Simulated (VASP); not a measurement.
KAl3: relaxation of cell and atoms with PBE

KAl3:

```xyz
4
Lattice="4.5221 0.0000 0.0000 0.0000 4.5221 0.0000 0.0000 0.0000 4.5221" Properties=species:S:1:pos:R:3 pbc="T T T"
K     0.0000    0.0000    0.0000
Al    0.0000    2.2611    2.2611
Al    2.2611    0.0000    2.2611
Al    2.2611    2.2611    0.0000
```

```json
{"Program": "VASP 6.6.1", "Task": "relaxation of cell and atoms", "Functional": "PBE", "Potentials or basis": "VASP PAW PBE potentials, release 64 (K_sv, Al)", "Cutoff": "600 eV", "k mesh": "10 × 10 × 10", "Occupations": "gaussian, width 0.1 eV", "Spin": "no spin polarisation", "Dipole correction": "no", "Further INCAR settings": "ALGO = Normal; EDIFF = 1e-06; IBRION = 2; EDIFFG = -0.01; NSW = 100; ISIF = 3"}
```

```
Pressure after relaxing : 0.0 GPa
Band gap on the k mesh  : zero (bands 9 and 10 overlap by 2.36 eV)
```

Final structure:
```
CELL_PARAMETERS angstrom
4.52212 0.00000 0.00000
0.00000 4.52212 0.00000
0.00000 0.00000 4.52212
ATOMIC_POSITIONS crystal
K 0.00000 0.00000 0.00000
Al 0.00000 0.50000 0.50000
Al 0.50000 0.00000 0.50000
Al 0.50000 0.50000 0.00000
```

Levels at points of the mesh, in eV from the Fermi level:
| k point | band 6 | band 7 | band 8 | band 9 | band 10 | band 11 | band 12 | band 13 |
| --- | --- | --- | --- | --- | --- | --- | --- | --- |
| (0.00, 0.00, 0.00) | -1.79 | -1.79 | -0.81 | -0.81 | -0.81 | 2.75 | 4.28 | 4.28 |
| (0.50, 0.00, 0.00) | -5.52 | -0.45 | -0.44 | -0.44 | 0.44 | 1.72 | 1.72 | 2.16 |
| (0.50, 0.50, 0.00) | -4.29 | -4.29 | -2.37 | 1.10 | 1.10 | 1.39 | 1.85 | 3.10 |
| (0.50, 0.50, 0.50) | -3.97 | -3.97 | -3.17 | -1.27 | -1.27 | -1.27 | 3.31 | 7.50 |

Run time: 36 s on 1 thread of Intel(R) Xeon(R) Platinum 8259CL CPU @ 2.50GHz (Skylake/Cascade Lake), with other jobs on the host, peak memory 0.25 GiB.

Caveat: the relaxation stopped at its first step, so nothing moved.
